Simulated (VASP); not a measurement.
# Re (Fm-3m) in VASP: further runs

Runs on Re. Level: PBE. Tasks: single point.

Program: VASP 6.6.1. These are calculated values, not measurements. Logs are shortened: lines on timing, memory, paths and dates and some standing lists are left out, and cuts for length are marked.

### 1 The cell of the first run

The structure is cubic, space group Fm-3m (No. 225). The conventional cell has a = 3.897 Å, b = 3.897 Å, c = 3.897 Å, α = 90.00°, β = 90.00°, γ = 90.00°. Within 3.6 Å of Re (site symmetry m-3m) lie 12 Re at 2.76 Å.

### 2 Single point, PBE (volume scaled by 0.96)

Contents of INCAR:

```
SYSTEM = Re
  PREC = Accurate
  ENCUT = 520
  EDIFF = 1E-7
  ISMEAR = -1
  SIGMA = 0.05
  LREAL = .False.
  LASPH = .True.
  NELM = 100
  ALGO = Fast
  ISIF = 2
  LWAVE = .False.
  LCHARG = .False.
  GGA = PE
  NBANDS = 10
```

Contents of KPOINTS:

```
Automatic mesh
0
Gamma
  12 12 12
  0 0 0
```

Contents of POSCAR:

```
Re
1.0
    0.0000000000      1.9483075387      1.9483075387
    1.9483075387      0.0000000000      1.9483075387
    1.9483075387      1.9483075387      0.0000000000
Re
1
Direct
    0.0000000000      0.0000000000      0.0000000000
```

Potentials or basis: VASP PAW PBE potentials, release 64 (Re).

Run with:

```bash
$ cat potpaw_PBE.64/Re/POTCAR > POTCAR
$ mpirun -np 1 vasp_std > vasp.out
```

OUTCAR:

```text
SYSTEM = Re
   PREC = Accurate
   ENCUT = 520
   EDIFF = 1E-7
   ISMEAR = -1
   LREAL = .False.
   LASPH = .True.
   NELM = 100
   ISIF = 2
   GGA = PE

 ion  position               nearest neighbor table
   1  0.000  0.000  0.000-

  LATTYP: Found a face centered cubic cell.
 ALAT       =     3.8966150774

  Lattice vectors:

 A1 = (   0.0000000000,   1.9483075387,   1.9483075387)
 A2 = (   1.9483075387,   0.0000000000,   1.9483075387)
 A3 = (   1.9483075387,   1.9483075387,   0.0000000000)

Analysis of symmetry for initial positions (statically):
=====================================================================
 Subroutine PRICEL returns:
 Original cell was already a primitive cell.

 Routine SETGRP: Setting up the symmetry group for a
 face centered cubic supercell.

 Subroutine GETGRP returns: Found 48 space group operations
[... 9 lines left out ...]

 Routine SETGRP: Setting up the symmetry group for a
 face centered cubic supercell.

 Subroutine GETGRP returns: Found 48 space group operations
[... 11 lines left out ...]
                                     Primitive cell

  volume of cell :      14.7912

  direct lattice vectors                    reciprocal lattice vectors
     0.000000000  1.948307539  1.948307539    -0.256632996  0.256632996  0.256632996
     1.948307539  0.000000000  1.948307539     0.256632996 -0.256632996  0.256632996
     1.948307539  1.948307539  0.000000000     0.256632996  0.256632996 -0.256632996

  length of vectors
     2.755322945  2.755322945  2.755322945     0.444501387  0.444501387  0.444501387

  position of ions in fractional coordinates (direct lattice)
     0.000000000  0.000000000  0.000000000

  ion indices of the primitive-cell ions
   primitive index   ion index
                 1           1

----------------------------------------------------------------------------------------

 KPOINTS: Automatic mesh

Automatic generation of k-mesh.
 Grid dimensions read from file:
 generate k-points for:   12   12   12

 Generating k-lattice:

  Cartesian coordinates                     Fractional coordinates (reciprocal lattice)
    -0.021386083  0.021386083  0.021386083     0.083333333  0.000000000  0.000000000
     0.021386083 -0.021386083  0.021386083     0.000000000  0.083333333  0.000000000
     0.021386083  0.021386083 -0.021386083     0.000000000  0.000000000  0.083333333

  Length of vectors
     0.037041782  0.037041782  0.037041782
[... 49 lines left out ...]
   LNONCOLLINEAR =      F non collinear calculations
   LSORBIT =      F    spin-orbit coupling
   LASPH  =      T    aspherical Exc in radial PAW
   ENCUT  =  520.0 eV  38.22 Ry    6.18 a.u.   5.12  5.12  5.12*2*pi/ulx,y,z
   NELM   =    100;   NELMIN=  2; NELMDL= -5     # of ELM steps
   EDIFF  = 0.1E-06   stopping-criterion for ELM
   LREAL  =      F    real-space projection
   EDIFFG = 0.1E-05   stopping-criterion for IOM
   NSW    =      0    number of steps for IOM
   IBRION =     -1    ionic relax: 0-MD 1-quasi-New 2-CG
   NFREE  =      0    steps in history (QN), initial steepest desc. (CG)
   ISIF   =      2    stress and relaxation
   ISYM   =      2    0-nonsym 1-usesym 2-fastsym
   POTIM  = 0.5000    time-step for ionic-motion
   TEBEG  =    0.0;   TEEND  =   0.0 temperature during run
   PSTRESS=    0.0 pullay stress
   NELECT =       7.0000    total number of electrons
   NUPDOWN=      -1.0000    fix difference up-down
   EMIN   =  10.00;   EMAX   =-10.00  energy-range for DOS
   EFERMI =   0.00;   METHOD = LEGACY
   ISMEAR =    -1;   SIGMA  =   0.05  broadening in eV -4-tet -1-fermi 0-gaus
   EFERMI_NEDOS =   21; number of points for ismear=-14 and -15
   IALGO  =     68    algorithm
   IMIX   =      4    mixing-type and parameters
     AMIX     =   0.40;   BMIX     =  1.00
     AMIX_MAG =   1.60;   BMIX_MAG =  1.00
  volume/ion in A,a.u.               =      14.79        99.82
  Fermi-wavevector in a.u.,A,eV,Ry     =   1.275773  2.410861 22.144791  1.627596
  Thomas-Fermi vector in A             =   2.408466
   LORBIT       =      0    0 simple, 1 ext, 2 COOP (PROOUT), +10 PAW based schemes
   GGA     = PE    functional components
   LHFCALC =     F    Hartree Fock is set to
   AEXX    =    0.0000 exact exchange contribution
   IVDW    =     0    specifies the selected vdW correction
   LEPSILON=     F    determine dielectric tensor
   LRPA    =     F    only Hartree local field effects (RPA)
 non-spin polarized calculation
 RMM-DIIS sequential band-by-band and
  energy-cutoff  :      520.00
  volume of cell :       14.79
 maximum number of plane-waves:       415
   NGX = 11   NGY = 11   NGZ = 11

 number of electron       7.0000001 magnetization

 Free energy of the ion-electron system (eV)
  ---------------------------------------------------
  ext. energy  EPLUGINS =         0.00000000
  ---------------------------------------------------
  free energy    TOTEN  =       -12.36566603 eV

  energy without entropy =      -12.36041407  energy(sigma->0) =      -12.36304005

 E-fermi :   8.0756     XC(G=0): -13.7037

 val. band max:        8.0755831884   @ k =  -0.1667   0.2500   0.0833
 cond. band min:       8.1341759894   @ k =   0.2500   0.1667   0.0833
 fundamental gap:      0.0585928009
 Fermi energy:         8.0756413762

 k-point     1 :       0.0000    0.0000    0.0000
  band No.  band energies     occupation
      1      -2.0064      2.00000
      2       6.1833      2.00000
      3       6.1833      2.00000
      4       6.1833      2.00000
      5       9.3463      0.00000
      6       9.3463      0.00000
      7      21.9961      0.00000
      8      27.6281      0.00000
      9      27.6281      0.00000
     10      27.6281      0.00000
[... 287 lines left out ...]
 k-point    24 :      -0.4167    0.1667    0.0000
  band No.  band energies     occupation
      1       2.2819      2.00000
      2       4.9245      2.00000
      3       6.7126      2.00000
      4       6.9058      2.00000
      5      11.2981      0.00000
      6      14.1539      0.00000
      7      17.6476      0.00000
      8      23.7158      0.00000
      9      26.5007      0.00000
     10      28.4325      0.00000

 [... further k-points ...]
[... 5 lines left out ...]
  --------------------------------------------------------------------------------------
  -------------------------------------------------------------------------------------
  Total        0.4513982      0.4513982      0.4513982      0.0000000      0.0000000      0.0000000
  in kB       48.8953839     48.8953839     48.8953839      0.0000000      0.0000000      0.0000000
  external PRESSURE =      48.8953839 kB  Pullay stress =       0.0000000 kB

 VOLUME and BASIS-vectors are now :
 -----------------------------------------------------------------------------
  energy-cutoff  :      520.00
  volume of cell :       14.79
      direct lattice vectors                 reciprocal lattice vectors
     0.000000000  1.948307539  1.948307539    -0.256632996  0.256632996  0.256632996
     1.948307539  0.000000000  1.948307539     0.256632996 -0.256632996  0.256632996
     1.948307539  1.948307539  0.000000000     0.256632996  0.256632996 -0.256632996

 POSITION                                       TOTAL-FORCE (eV/Angst)
 -----------------------------------------------------------------------------------
      0.00000      0.00000      0.00000         0.000000      0.000000     -0.000000
 -----------------------------------------------------------------------------------
    total drift:                                0.000000      0.000000     -0.000000

  FREE ENERGIE OF THE ION-ELECTRON SYSTEM (eV)
  ---------------------------------------------------
  free  energy   TOTEN  =       -12.3656660300 eV

  energy  without entropy=      -12.3604140667  energy(sigma->0) =      -12.36304005
```

It took 10 s on 1 thread of Intel Xeon Platinum 8375C at 2.90GHz (Ice Lake), shared host; peak memory 0.13 GiB.

What came out:

| Quantity | Value |
| --- | --- |
| Free energy | -12.3657 eV |
| Pressure | 4.9 GPa |

Caveat: spin-orbit coupling is left out, which moves the levels of the heavy elements.

(Continued in part 2 of 2.)
